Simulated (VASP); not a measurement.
# BN (P6_3/mmc) in VASP: further runs, part 2 of 2

VASP 6.6.1.

## (3) Single point, PBEsol

This run uses another cell than the first one, of the same volume but with other edges.

INCAR reads:

```
ALGO = Normal
EDIFF = 1E-6
ENCUT = 520
GGA = PS
ISIF = 2
ISMEAR = 0
LASPH = True
LCHARG = False
LREAL = False
LWAVE = False
NBANDS = 16
NELM = 100
PREC = Accurate
SIGMA = 0.05
```

KPOINTS reads:

```
k-points
0
Gamma
  12 12 4
```

POSCAR reads:

```
BN
1.0
    2.3563464098      0.0000000000      0.0000000000
   -1.1781732049      2.0406558510      0.0000000000
    0.0000000000      0.0000000000      7.5221150347
B N
2 2
Direct
    0.3333333333      0.6666666667      0.2500000000
    0.6666666667      0.3333333333      0.7500000000
    0.3333333333      0.6666666667      0.7500000000
    0.6666666667      0.3333333333      0.2500000000
```

Potentials or basis: VASP PAW PBE potentials, release 64 (B, N).

Started as:

```bash
cat potpaw_PBE.64/B/POTCAR potpaw_PBE.64/N/POTCAR > POTCAR
mpirun -np 1 vasp_std > vasp.out
```

Run time: 27 s. Hardware: 1 thread of Intel Xeon Platinum 8488C (Sapphire Rapids), shared host; peak memory 0.15 GiB.

The run converged. Its results:

| Quantity | Value |
| --- | --- |
| Free energy | -35.5561 eV |
| Pressure | 50.6 GPa |
| Band gap on the k mesh | 4.32 eV, indirect (least direct gap 5.06 eV) |

Stress tensor (GPa, compression positive):
```
76.16  0.00  0.00
 0.00 76.16  0.00
 0.00  0.00 -0.44
```

Levels at points of the mesh, in eV from the valence-band top:
| k point | band 4 | band 5 | band 6 | band 7 | band 8 | band 9 | band 10 | band 11 | band 12 | band 13 |
| --- | --- | --- | --- | --- | --- | --- | --- | --- | --- | --- |
| (0.00, 0.00, 0.00) | -5.79 | -1.06 | -1.06 | -1.05 | -1.05 | 4.32 | 8.70 | 12.89 | 13.12 | 13.12 |
| (0.50, 0.00, 0.00) | -9.64 | -4.40 | -4.39 | -1.34 | -0.90 | 4.68 | 5.49 | 11.00 | 11.97 | 12.79 |
| (0.00, 0.00, 0.50) | -6.34 | -1.05 | -1.05 | -1.05 | -1.05 | 6.09 | 6.09 | 13.14 | 13.14 | 13.14 |
| (0.50, 0.00, 0.50) | -9.65 | -4.40 | -4.40 | -1.12 | -1.12 | 5.01 | 5.01 | 11.63 | 11.63 | 13.79 |

Caveat: the PAW data sets were made with another functional, which shifts forces and pressure a little; this functional lacks dispersion, which binds the layers, so the pressure and a relaxed spacing across them are unreliable. A k mesh can miss the band edges.

## (4) Single point, PBEsol

This run uses another cell than the first one, of the same volume but with other edges.

INCAR reads:

```
PREC     = Accurate       # precision mode
ENCUT    = 520            # plane-wave cutoff, eV
EDIFF    = 1E-6           # SCF threshold, eV
ISMEAR   = 0              # smearing method
SIGMA    = 0.05           # smearing width, eV
LREAL    = False          # projectors in reciprocal space
LASPH    = True           # aspherical terms in the spheres
NELM     = 60             # most SCF steps
ALGO     = Normal         # electronic algorithm
ISIF     = 2              # what is computed and relaxed
LWAVE    = False          # write WAVECAR
LCHARG   = False          # write CHGCAR
GGA      = PS             # functional
NBANDS   = 16             # bands
```

KPOINTS reads:

```
Automatic mesh
0
Gamma
  12 12 4
```

POSCAR reads:

```
BN
1.0
    2.5745635121      0.0000000000      0.0000000000
   -1.2872817561      2.2296374052      0.0000000000
    0.0000000000      0.0000000000      6.3010224206
B N
2 2
Direct
    0.3333333333      0.6666666667      0.2500000000
    0.6666666667      0.3333333333      0.7500000000
    0.3333333333      0.6666666667      0.7500000000
    0.6666666667      0.3333333333      0.2500000000
```

Started as:

```bash
cat potpaw_PBE.64/B/POTCAR potpaw_PBE.64/N/POTCAR > POTCAR
mpirun -np 1 vasp_std > vasp.out
```

Run time: 21 s. Hardware: 1 thread of Intel Xeon Platinum 8488C (Sapphire Rapids), shared host; peak memory 0.16 GiB.

Results (log left out):

```
Free energy            : -36.3793 eV
Pressure               : -17.4 GPa
Band gap on the k mesh : 3.91 eV, indirect (least direct gap 4.21 eV)
```

Stress tensor (GPa, compression positive):
```
-27.13   0.00   0.00
  0.00 -27.13   0.00
  0.00   0.00   2.10
```

Levels at points of the mesh, in eV from the valence-band top:
| k point | band 5 | band 6 | band 7 | band 8 | band 9 | band 10 | band 11 | band 12 |
| --- | --- | --- | --- | --- | --- | --- | --- | --- |
| (0.00, 0.00, 0.00) | -1.47 | -1.47 | -1.40 | -1.40 | 5.29 | 10.30 | 10.72 | 10.72 |
| (0.50, 0.00, 0.00) | -4.10 | -3.98 | -1.67 | -0.29 | 3.91 | 5.61 | 8.69 | 8.88 |
| (0.00, 0.00, 0.50) | -1.44 | -1.44 | -1.44 | -1.44 | 7.82 | 7.82 | 10.82 | 10.82 |
| (0.50, 0.00, 0.50) | -4.04 | -4.04 | -0.93 | -0.93 | 4.40 | 4.40 | 8.98 | 8.98 |

Caveat: the PAW data sets were made with another functional, which shifts forces and pressure a little; this functional lacks dispersion, which binds the layers, so the pressure and a relaxed spacing across them are unreliable. A k mesh can miss the band edges.

## (5) Single point, PBEsol

This run uses another cell than the first one, of the same volume but with other edges.

INCAR reads:

```
SYSTEM = BN
PREC = Accurate
ENCUT = 520
EDIFF = 1E-7
ISMEAR = 0
SIGMA = 0.05
LREAL = .FALSE.
LASPH = .TRUE.
NELM = 100
ALGO = Normal
ISIF = 2
LWAVE = .FALSE.
LCHARG = .FALSE.
GGA = PS
NBANDS = 16
```

KPOINTS reads:

```
regular mesh
0
G
  12 12 4
  0 0 0
```

POSCAR reads:

```
BN
1.0
    2.4256901463      0.0000000000      0.0000000000
   -1.2128450732      2.1007092884      0.0000000000
    0.0000000000      0.0000000000      7.0981896195
B N
2 2
Direct
    0.3333333333      0.6666666667      0.2500000000
    0.6666666667      0.3333333333      0.7500000000
    0.3333333333      0.6666666667      0.7500000000
    0.6666666667      0.3333333333      0.2500000000
```

Started as:

```bash
cat potpaw_PBE.64/B/POTCAR potpaw_PBE.64/N/POTCAR > POTCAR
mpirun -np 1 vasp_std > vasp.out
```

It took 22 s on 1 thread of Intel Xeon Platinum 8488C (Sapphire Rapids), shared host; peak memory 0.15 GiB.

The run converged. Its results:

```
Free energy            : -36.3003 eV
Pressure               : 25.0 GPa
Band gap on the k mesh : 4.43 eV, indirect (least direct gap 4.83 eV)
```

Stress tensor (GPa, compression positive):
```
37.64  0.00  0.00
 0.00 37.64  0.00
 0.00  0.00 -0.18
```

Levels at points of the mesh, in eV from the valence-band top:
| k point | band 4 | band 5 | band 6 | band 7 | band 8 | band 9 | band 10 | band 11 | band 12 | band 13 |
| --- | --- | --- | --- | --- | --- | --- | --- | --- | --- | --- |
| (0.00, 0.00, 0.00) | -5.02 | -1.19 | -1.19 | -1.17 | -1.17 | 4.65 | 9.49 | 12.34 | 12.34 | 12.40 |
| (0.50, 0.00, 0.00) | -9.26 | -4.27 | -4.24 | -1.37 | -0.69 | 4.43 | 5.51 | 10.25 | 10.98 | 12.59 |
| (0.00, 0.00, 0.50) | -5.84 | -1.18 | -1.18 | -1.18 | -1.18 | 6.73 | 6.73 | 12.37 | 12.37 | 12.37 |
| (0.50, 0.00, 0.50) | -9.28 | -4.26 | -4.26 | -1.02 | -1.02 | 4.84 | 4.84 | 10.78 | 10.78 | 13.54 |

Caveat: the PAW data sets were made with another functional, which shifts forces and pressure a little; this functional lacks dispersion, which binds the layers, so the pressure and a relaxed spacing across them are unreliable. A k mesh can miss the band edges.

## (6) Single point, PBEsol

This run uses another cell than the first one, of the same volume but with other edges.

Changes to INCAR since step 5:

```diff
@@ -3,3 +3,3 @@
 ENCUT = 520
-EDIFF = 1E-7
+EDIFF = 1E-6
 ISMEAR = 0
@@ -8,3 +8,3 @@
 LASPH = .TRUE.
-NELM = 100
+NELM = 60
 ALGO = Normal
```

KPOINTS reads:

```
Automatic mesh
0
G
  12 12 4
  0 0 0
```

POSCAR reads:

```
BN
1.0
    2.5382972235      0.0000000000      0.0000000000
   -1.2691486118      2.1982298779      0.0000000000
    0.0000000000      0.0000000000      6.4823622293
B N
2 2
Direct
    0.3333333333      0.6666666667      0.2500000000
    0.6666666667      0.3333333333      0.7500000000
    0.3333333333      0.6666666667      0.7500000000
    0.6666666667      0.3333333333      0.2500000000
```

Potentials or basis: VASP PAW PBE potentials, release 64 (B, N).

Started as:

```bash
cat potpaw_PBE.64/B/POTCAR potpaw_PBE.64/N/POTCAR > POTCAR
mpirun -np 1 vasp_std > vasp.out
```

Wall time 20 s (1 thread of Intel Xeon Platinum 8488C (Sapphire Rapids), shared host); peak memory 0.16 GiB.

It converged, with:

```
Free energy            : -36.5205 eV
Pressure               : -8.5 GPa
Band gap on the k mesh : 4.04 eV, indirect (least direct gap 4.40 eV)
```

Stress tensor (GPa, compression positive):
```
-13.40   0.00   0.00
  0.00 -13.40   0.00
  0.00   0.00   1.31
```

Levels at points of the mesh, in eV from the valence-band top:
```tsv
k point	band 5	band 6	band 7	band 8	band 9	band 10	band 11	band 12
(0.00, 0.00, 0.00)	-1.39	-1.39	-1.34	-1.34	5.16	10.26	11.12	11.12
(0.50, 0.00, 0.00)	-4.12	-4.03	-1.56	-0.37	4.04	5.59	9.07	9.40
(0.00, 0.00, 0.50)	-1.36	-1.36	-1.36	-1.36	7.64	7.64	11.20	11.20
(0.50, 0.00, 0.50)	-4.07	-4.07	-0.93	-0.93	4.52	4.52	9.42	9.42
```

Caveat: the PAW data sets were made with another functional, which shifts forces and pressure a little; this functional lacks dispersion, which binds the layers, so the pressure and a relaxed spacing across them are unreliable. A k mesh can miss the band edges.

## (7) Summary

```csv
cell,gap on the mesh (eV),pressure (GPa)
"a = 2.643, b = 2.643, c = 5.977 Å, angles 90.0, 90.0, 120.0°, 4 atoms",3.76,-31.9
"a = 2.356, b = 2.356, c = 7.522 Å, angles 90.0, 90.0, 120.0°, 4 atoms",4.32,50.6
"a = 2.575, b = 2.575, c = 6.301 Å, angles 90.0, 90.0, 120.0°, 4 atoms",3.91,-17.4
"a = 2.426, b = 2.426, c = 7.098 Å, angles 90.0, 90.0, 120.0°, 4 atoms",4.43,25.0
"a = 2.538, b = 2.538, c = 6.482 Å, angles 90.0, 90.0, 120.0°, 4 atoms",4.04,-8.5
```

Alike in all rows: task single point; level PBEsol; potentials or basis VASP PAW PBE potentials, release 64 (B, N); no spin polarisation; k mesh 12 × 12 × 4; cutoff (eV) 520; smearing gaussian 0.05 eV.

Caveats: the PAW data sets were made with another functional, which shifts forces and pressure a little; this functional lacks dispersion, which binds the layers, so the pressure and a relaxed spacing across them are unreliable.

Total energies depend on the potentials used, so only differences within one code and one set of settings carry meaning.
